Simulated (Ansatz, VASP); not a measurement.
## SrO in VASP and in Ansatz

Contents of INCAR:

```
SYSTEM = SrO
  ALGO = Normal
  EDIFF = 1E-6
  ENCUT = 600
  GGA = PS
  GGA_COMPAT = .False.
  ISIF = 2
  ISMEAR = 0
  LASPH = .True.
  LCHARG = .True.
  LELF = .True.
  LREAL = .False.
  LVHAR = .True.
  LWAVE = .False.
  NBANDS = 15
  NELM = 120
  PREC = Accurate
  SIGMA = 0.02
```

Contents of KPOINTS:

```
k-points
0
Gamma
  8 8 8
  0 0 0
```

File POSCAR:

```
SrO
1.0
    0.0000000000      2.5613370527      2.5613370527
    2.5613370527      0.0000000000      2.5613370527
    2.5613370527      2.5613370527      0.0000000000
Sr O
1 1
Direct
    0.0000000000      0.0000000000      0.0000000000
    0.5000000000      0.5000000000      0.5000000000
```

Input for Ansatz:

```yaml
crystal:
  lattice:
    - [0.0, 2.5613370527, 2.5613370527]
    - [2.5613370527, 0.0, 2.5613370527]
    - [2.5613370527, 2.5613370527, 0.0]
  atoms:
    - { symbol: Sr, position: [0.0, 0.0, 0.0] }
    - { symbol: O, position: [0.5, 0.5, 0.5] }
basis:
  ecutwfc: 600.0
kpoints:
  mp_grid: { grid: [8, 8, 8] }
hamiltonian:
  xc: pbesol
  pseudopotentials: { kind: paw, azcp: { folder: soft_1 } }
scf:
  occupations: { method: gaussian, width: 0.02 }
output:
  forces: true
  stress: true
  eigenvalues: true
```

Alike in both runs: task single point; functional PBEsol; k mesh 8 × 8 × 8; occupations gaussian, width 0.02 eV; no spin polarisation.

```csv
,VASP,Ansatz
version,VASP 6.6.1,Ansatz 0.2.0
potentials or method,"VASP PAW PBE potentials, release 64 (Sr_sv, O), cutoff 600 eV","scalar-relativistic, plane waves, PAW"
valence electrons in the cell,16,16
```

```tsv
	VASP	Ansatz	Ansatz less VASP
gap on the k mesh at the Fermi level (eV)	3.15	3.20	+0.049
least direct gap on the mesh (eV)	3.23	3.27	+0.038
pressure (GPa)	0.5	0.0	-0.55
```

VASP's potentials were made for PBE, not for PBEsol, and Ansatz warns of the same on its side.
